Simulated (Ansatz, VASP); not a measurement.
Two plane-wave programs on V

POSCAR

```
V
1.0
   -1.5143500000      1.5143500000      1.5143500000
    1.5143500000     -1.5143500000      1.5143500000
    1.5143500000      1.5143500000     -1.5143500000
V
1
Direct
    0.0000000000      0.0000000000      0.0000000000
```

Contents of INCAR.step1:

```
PREC = Accurate ; ENCUT = 600
ISMEAR = 0 ; SIGMA = 0.1
LREAL = F ; LASPH = T
NELM = 150 ; ISPIN = 2
MAGMOM = 0.27 ; LMAXMIX = 4
GGA = PE ; ALGO = Normal
EDIFF = 1E-4 ; LWAVE = T
LCHARG = F
```

The input INCAR.step2:

```
PREC = Accurate ; ENCUT = 600
EDIFF = 1E-6 ; ISMEAR = 0
SIGMA = 0.1 ; LREAL = F
LASPH = T ; NELM = 150
ALGO = Normal ; ISIF = 3
LWAVE = F ; LCHARG = F
ISPIN = 2 ; MAGMOM = 0.27
LORBIT = 11 ; LMAXMIX = 4
METAGGA = R2SCAN ; LMIXTAU = T
IBRION = 2 ; NSW = 100
EDIFFG = -0.05 ; ISTART = 1
```

The input KPOINTS:

```
Automatic mesh
0
Gamma
  10 10 10
```

Input for Ansatz:

```yaml
crystal:
  lattice:
    - [-1.51435, 1.51435, 1.51435]
    - [1.51435, -1.51435, 1.51435]
    - [1.51435, 1.51435, -1.51435]
  atoms:
    - { symbol: V, position: [0.0, 0.0, 0.0], spin: 0.27 }
basis:
  ecutwfc: 500
kpoints:
  mp_grid: { grid: [10, 10, 10] }
hamiltonian:
  xc: r2scan
scf:
  occupations: { method: gaussian, width: 0.1 }
output:
  forces: true
  stress: true
  eigenvalues: true
  populations: true
magnetization:
  spin_polarized: true
relax:
  adjacent_minimum: "off"
  f_tol: 0.05
  max_steps: 80
  cell: { stress_tol: 0.5 }
```

Alike in both runs: task relaxation of cell and atoms; functional r2SCAN; k mesh 10 × 10 × 10; occupations gaussian, width 0.1 eV; collinear spin.

|  | VASP | Ansatz |
| --- | --- | --- |
| version | VASP 6.6.1 | Ansatz 0.2.0 |
| potentials or method | VASP PAW PBE potentials, release 64 (V_sv), cutoff 600 eV | scalar-relativistic, plane waves, PAW |
| valence electrons in the cell | 13 | 13 |

|  | VASP | Ansatz | Ansatz less VASP |
| --- | --- | --- | --- |
| gap on the k mesh at the Fermi level, each at its own relaxed structure (eV) | none | none | - |
| net moment per atom (μB) | 0.00 | 0.00 | 0.000 |
| relaxed volume (Å³/atom) | 13.37 | 13.33 | -0.038 |
| relaxed length of the cell vector where the two differ most in proportion (Å) | 2.590 | 2.587 | -0.0025 |

VASP's potentials were made for PBE, not for r2SCAN. A gap of «none» marks a metal or a gap that the smearing closes. Ansatz's warnings: seeded moment not kept.
